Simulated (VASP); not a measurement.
# Mg7FeS8 (a cell with a defect) in VASP: notebook, part 2 of 2

VASP 6.6.1. The steps go on from the part before.

### 3 Single point, PBE0

File POSCAR:

```
Mg7FeS8
1.0
    0.0000000000      5.1819800000      5.1819800000
    5.1819800000      0.0000000000      5.1819800000
    5.1819800000      5.1819800000      0.0000000000
S Mg Fe
8 7 1
Direct
    0.7539480000      0.2525840000      0.2508160000
    0.2489990000      0.7511250000      0.7568640000
    0.2514410000      0.7505610000      0.2498140000
    0.7425970000      0.2524460000      0.7509460000
    0.2462260000      0.2532830000      0.7550200000
    0.7460790000      0.7482680000      0.2562600000
    0.2481470000      0.2486830000      0.2538680000
    0.7512750000      0.7546540000      0.7474070000
    0.0021650000      0.0009730000      0.9969270000
    0.0054410000      0.9976630000      0.4971630000
    0.5014680000      0.5033310000      0.9960930000
    0.9983070000      0.5078160000      0.0024480000
    0.5015040000      0.9932360000      0.5019910000
    0.4983220000      0.9988270000      0.9966890000
    0.0019860000      0.4976170000      0.5040680000
    0.4962850000      0.4983190000      0.5039120000
```

File INCAR.step1:

```
PREC     = Accurate       # precision mode
ENCUT    = 400            # plane-wave cutoff, eV
EDIFF    = 1E-5           # SCF threshold, eV
ISMEAR   = -1             # smearing method
SIGMA    = 0.05           # smearing width, eV
LREAL    = Auto         
LASPH    = T              # aspherical terms in the spheres
NELM     = 120            # most SCF steps
ALGO     = Normal         # electronic algorithm
ISIF     = 2              # what is computed and relaxed
LWAVE    = T              # write WAVECAR
LCHARG   = F              # write CHGCAR
GGA      = PE             # functional
NBANDS   = 49             # bands
GGA_COMPAT= F            
ISYM     = -1
```

File INCAR.step2:

```
PREC     = Accurate       # precision mode
ENCUT    = 400            # plane-wave cutoff, eV
EDIFF    = 1E-6           # SCF threshold, eV
ISMEAR   = -1             # smearing method
SIGMA    = 0.05           # smearing width, eV
LREAL    = Auto         
LASPH    = T              # aspherical terms in the spheres
NELM     = 120            # most SCF steps
ALGO     = Normal         # electronic algorithm
ISIF     = 2              # what is computed and relaxed
LWAVE    = F              # write WAVECAR
LCHARG   = F              # write CHGCAR
GGA      = PE             # functional
LHFCALC  = T              # exact exchange
AEXX     = 0.25           # exact-exchange fraction
PRECFOCK = Fast         
ISTART   = 1            
NBANDS   = 49             # bands
GGA_COMPAT= F            
ISYM     = -1
```

File KPOINTS:

```
explicit points
8
Reciprocal
  0.25000000   0.25000000   0.25000000 1
  0.25000000   0.25000000   0.75000000 1
  0.25000000   0.75000000   0.25000000 1
  0.25000000   0.75000000   0.75000000 1
  0.75000000   0.25000000   0.25000000 1
  0.75000000   0.25000000   0.75000000 1
  0.75000000   0.75000000   0.25000000 1
  0.75000000   0.75000000   0.75000000 1
```

Potentials or basis: VASP PAW PBE potentials, release 64 (S, Mg, Fe).

Launch:

```
$ cat potpaw_PBE.64/S/POTCAR potpaw_PBE.64/Mg/POTCAR potpaw_PBE.64/Fe/POTCAR > POTCAR
$ cp INCAR.step1 INCAR
$ mpirun -np 1 vasp_std > vasp.out
$ cp INCAR.step2 INCAR
$ mpirun -np 1 vasp_std > vasp.out
```

OUTCAR:

```text
PREC = Accurate
   ENCUT = 400
   EDIFF = 1E-6
   ISMEAR = -1
   LREAL = Auto
   LASPH = T
   NELM = 120
   ISIF = 2
   GGA = PE
   LHFCALC = T
   AEXX = 0.25
   PRECFOCK = Fast
   ISTART = 1
   ISYM = -1

 ion  position               nearest neighbor table
   1  0.754  0.253  0.251-  10 2.58  16 2.59  12 2.59   9 2.62  11 2.63  13 2.65
   2  0.249  0.751  0.757-   9 2.54  11 2.55  12 2.56  13 2.56  10 2.61  16 2.62
   3  0.251  0.751  0.250-  10 2.56  14 2.57  16 2.59  11 2.60   9 2.60  15 2.60
[... 581 lines left out ...]
  Total       -4.1643277     -4.3742437     -4.3205473     -0.4857649     -0.4738643     -0.4693113
  in kB      -23.9738778    -25.1823565    -24.8732283     -2.7965303     -2.7280189     -2.7018073
  external PRESSURE =     -24.6764875 kB  Pullay stress =       0.0000000 kB

 VOLUME and BASIS-vectors are now :
 -----------------------------------------------------------------------------
  energy-cutoff  :      400.00
  volume of cell :      278.30
      direct lattice vectors                 reciprocal lattice vectors
     0.000000000  5.181980000  5.181980000    -0.096488215  0.096488215  0.096488215
     5.181980000  0.000000000  5.181980000     0.096488215 -0.096488215  0.096488215
     5.181980000  5.181980000  0.000000000     0.096488215  0.096488215 -0.096488215

 POSITION                                       TOTAL-FORCE (eV/Angst)
 -----------------------------------------------------------------------------------
      2.60861      5.20667      5.21583         0.726365     -0.197429     -0.208279
      7.81437      5.21236      5.18262        -0.835900     -0.171419     -0.018739
      5.18392      2.59749      5.19235        -0.052588      0.783293     -0.104674
      5.19956      7.73951      5.15629        -0.043023     -0.602179      0.101978
      5.22501      5.18844      2.58845        -0.154298     -0.077435      0.792672
      5.20544      5.19410      7.74368        -0.053333     -0.045723     -0.631385
[... 8 lines left out ...]
      5.19071      2.62236      2.58893        -0.077234     -0.107893     -0.034416
      5.19354      5.18300      5.15402        -0.111739      0.055066      0.130312
 -----------------------------------------------------------------------------------
    total drift:                                0.003714      0.000395     -0.001180

  FREE ENERGIE OF THE ION-ELECTRON SYSTEM (eV)
  ---------------------------------------------------
  free  energy   TOTEN  =       -91.0540798345 eV

  energy  without entropy=      -91.0540798345  energy(sigma->0) =      -91.05407983
```

OUTCAR.step1:

```text
PREC = Accurate
   ENCUT = 400
   EDIFF = 1E-5
   ISMEAR = -1
   LREAL = Auto
[... 602 lines left out ...]
      5.22501      5.18844      2.58845        -0.147835     -0.069136      0.904789
      5.20544      5.19410      7.74368        -0.051683     -0.041858     -0.757145
[... 8 lines left out ...]
      5.19071      2.62236      2.58893        -0.072629     -0.097371     -0.025015
      5.19354      5.18300      5.15402        -0.088830      0.048760      0.111334
 -----------------------------------------------------------------------------------
    total drift:                                0.004757      0.000598     -0.001152

  FREE ENERGIE OF THE ION-ELECTRON SYSTEM (eV)
  ---------------------------------------------------
  free  energy   TOTEN  =       -70.5543868810 eV

  energy  without entropy=      -70.5420621931  energy(sigma->0) =      -70.54822454
```

Wall time 33 min (1 thread of Intel Xeon Platinum 8259CL at 2.50GHz (Skylake/Cascade Lake), shared host); peak memory 0.4 GiB.

What came out:

| Item | Value |
| --- | --- |
| Free energy | -91.0541 eV |
| Pressure | -2.5 GPa |
| Largest force | 0.854 eV/Å |
| Band gap on the k mesh | 4.05 eV |

Forces on the atoms (eV/Å):
```
S    0.726 -0.197 -0.208
S   -0.836 -0.171 -0.019
S   -0.053  0.783 -0.105
S   -0.043 -0.602  0.102
S   -0.154 -0.077  0.793
S   -0.053 -0.046 -0.631
S    0.011  0.094  0.150
S   -0.056  0.076 -0.093
Mg   0.245 -0.046 -0.122
Mg   0.144 -0.097  0.035
Mg  -0.001  0.260 -0.140
Mg  -0.088  0.075 -0.205
Mg   0.151 -0.140  0.267
Mg   0.197  0.142  0.079
Mg  -0.077 -0.108 -0.034
Fe  -0.112  0.055  0.130
```

Levels at points of the mesh, in eV from the valence-band top:
| k point | band 32 | band 33 | band 34 | band 35 | band 36 | band 37 | band 38 | band 39 |
| --- | --- | --- | --- | --- | --- | --- | --- | --- |
| (0.25, 0.25, 0.25) | -0.32 | -0.31 | -0.01 | 0.00 | 4.52 | 4.55 | 5.33 | 5.33 |

Caveat: the PAW data sets were made with another functional, which shifts forces and pressure a little. Spin polarisation is off, so any magnetic state and its effect on volume and gap are missing.

### 4 Single point, PBEsol

File INCAR:

```
SYSTEM = Mg7FeS8
PREC = Accurate
ENCUT = 520
EDIFF = 1E-6
ISMEAR = -1
SIGMA = 0.05
LREAL = Auto
LASPH = .TRUE.
NELM = 60
ALGO = Normal
ISIF = 2
LWAVE = .FALSE.
LCHARG = .FALSE.
GGA = PS
NBANDS = 49
```

File KPOINTS:

```
Automatic mesh
0
Gamma
  2 2 2
  0.5 0.5 0.5
```

POSCAR is that of step 3.

Launch:

```
$ cat potpaw_PBE.64/S/POTCAR potpaw_PBE.64/Mg/POTCAR potpaw_PBE.64/Fe/POTCAR > POTCAR
$ mpirun -np 1 vasp_std > vasp.out
```

Run time: 26 min. Hardware: 1 thread of AMD EPYC, shared host; peak memory 0.46 GiB.

It converged, with:

```yaml
Free_energy: -75.3264 eV
Pressure: -3.7 GPa
Largest_force: 1.053 eV/Å
Band_gap_on_the_k_mesh: 0.29 eV
```

Forces on the atoms (eV/Å):
```
S    0.949 -0.185 -0.191
S   -1.041 -0.157 -0.021
S   -0.062  0.988 -0.099
S   -0.050 -0.865  0.097
S   -0.143 -0.069  1.013
S   -0.052 -0.042 -0.875
S    0.004  0.086  0.147
S   -0.060  0.076 -0.078
Mg   0.214 -0.043 -0.115
Mg   0.134 -0.059  0.028
Mg   0.006  0.239 -0.135
Mg  -0.099  0.066 -0.175
Mg   0.162 -0.135  0.244
Mg   0.192  0.137  0.074
Mg  -0.070 -0.094 -0.023
Fe  -0.082  0.057  0.110
```

Stress tensor (GPa, compression positive):
```
-3.58  0.01  0.01
 0.01 -3.75  0.01
 0.01  0.01 -3.71
```

Levels at points of the mesh, in eV from the valence-band top:
```
           k point  band 31  band 32  band 33  band 34  band 35  band 36  band 37  band 38  band 39  band 40
(0.25, 0.25, 0.25)    -1.27    -1.27    -0.15    -0.13    -0.12     0.74     0.79     2.27     2.27     2.31
```

Caveat: semilocal functionals underestimate gaps, and a narrow one can read as zero; the PAW data sets were made with another functional, which shifts forces and pressure a little. Spin polarisation is off, so any magnetic state and its effect on volume and gap are missing.

### 5 Single point, PBEsol

File INCAR:

```
PREC = Accurate ; ENCUT = 520
EDIFF = 1E-6 ; ISMEAR = -1
SIGMA = 0.05 ; LREAL = Auto
LASPH = True ; NELM = 60
ALGO = Normal ; ISIF = 2
LWAVE = False ; LCHARG = True
GGA = PS ; LELF = True
LVHAR = True ; NBANDS = 49
```

File KPOINTS:

```
Automatic mesh
0
Gamma
  2 2 2
```

POSCAR is that of step 4.

Launch:

```
$ cat potpaw_PBE.64/S/POTCAR potpaw_PBE.64/Mg/POTCAR potpaw_PBE.64/Fe/POTCAR > POTCAR
$ mpirun -np 1 vasp_std > vasp.out
```

It took 13 min on 1 thread of AMD EPYC, shared host; peak memory 0.41 GiB.

The run converged. Its results:

```
Free energy            : -75.0871 eV
Pressure               : -3.3 GPa
Largest force          : 1.045 eV/Å
Band gap on the k mesh : 0.02 eV
```

Forces in eV/Å, atoms in the order of the input:
```
S    0.946 -0.190 -0.195
S   -1.033 -0.159 -0.028
S   -0.064  0.994 -0.101
S   -0.044 -0.870  0.089
S   -0.144 -0.075  1.020
S   -0.052 -0.041 -0.875
S    0.005  0.089  0.139
S   -0.063  0.068 -0.071
Mg   0.214 -0.042 -0.118
Mg   0.132 -0.058  0.028
Mg   0.005  0.235 -0.136
Mg  -0.097  0.068 -0.171
Mg   0.158 -0.134  0.241
Mg   0.191  0.136  0.075
Mg  -0.071 -0.094 -0.022
Fe  -0.084  0.073  0.125
```

Stress tensor (GPa, compression positive):
```
-3.20  0.01  0.02
 0.01 -3.40  0.01
 0.02  0.01 -3.35
```

Levels at points of the mesh, in eV from the valence-band top:
| k point | band 33 | band 34 | band 35 | band 36 | band 37 | band 38 |
| --- | --- | --- | --- | --- | --- | --- |
| (0.00, 0.00, 0.00) | -0.25 | -0.25 | -0.24 | 0.91 | 0.96 | 1.65 |
| (0.50, 0.00, 0.00) | -0.18 | -0.15 | -0.14 | 0.60 | 0.66 | 3.22 |
| (0.00, 0.50, 0.00) | -0.18 | -0.15 | -0.14 | 0.63 | 0.65 | 3.21 |
| (0.00, 0.00, 0.50) | -0.18 | -0.14 | -0.13 | 0.61 | 0.65 | 3.21 |
| (0.50, 0.50, 0.50) | -0.18 | -0.14 | -0.14 | 0.62 | 0.66 | 3.22 |
| (0.50, 0.50, 0.00) | -0.31 | 0.00 | 0.00 | 0.02 | 0.93 | 3.89 |
| (0.00, 0.50, 0.50) | -0.31 | 0.00 | 0.00 | 0.02 | 0.96 | 3.89 |
| (0.50, 0.00, 0.50) | -0.31 | 0.00 | 0.00 | 0.03 | 0.92 | 3.89 |

Caveat: the k points lie up to 0.53 Å⁻¹ apart; the smearing spreads over this small gap; semilocal functionals underestimate gaps, and a narrow one can read as zero; the PAW data sets were made with another functional, which shifts forces and pressure a little.

### 6 The runs side by side

| level | k mesh | cutoff (eV) | grid for exact exchange (PRECFOCK) | share of exact exchange | gap on the mesh (eV) | pressure (GPa) | largest force (eV/Å) |
| --- | --- | --- | --- | --- | --- | --- | --- |
| PBEsol | 2 × 2 × 2, shifted | 400 | - | - | 0.30 | -3.7 | 1.05 |
| PBE0 | 2 × 2 × 2, shifted | 400 | Fast | 0.25 | 4.05 | -2.5 | 0.85 |
| PBEsol | 2 × 2 × 2, shifted | 520 | - | - | 0.29 | -3.7 | 1.05 |
| PBEsol | 2 × 2 × 2 | 520 | - | - | 0.02 | -3.3 | 1.05 |

Alike in all rows: task single point; potentials or basis VASP PAW PBE potentials, release 64 (S, Mg, Fe); no spin polarisation; cell as given; smearing fermi-dirac 0.05 eV.

Caveats: some runs use coarse meshes; the PAW data sets were made with another functional, which shifts forces and pressure a little; semilocal functionals underestimate gaps, and a narrow one can read as zero (at least some runs); the smearing spreads over this small gap (at least some runs).

Absolute energies hang on the potentials; compare differences alone.
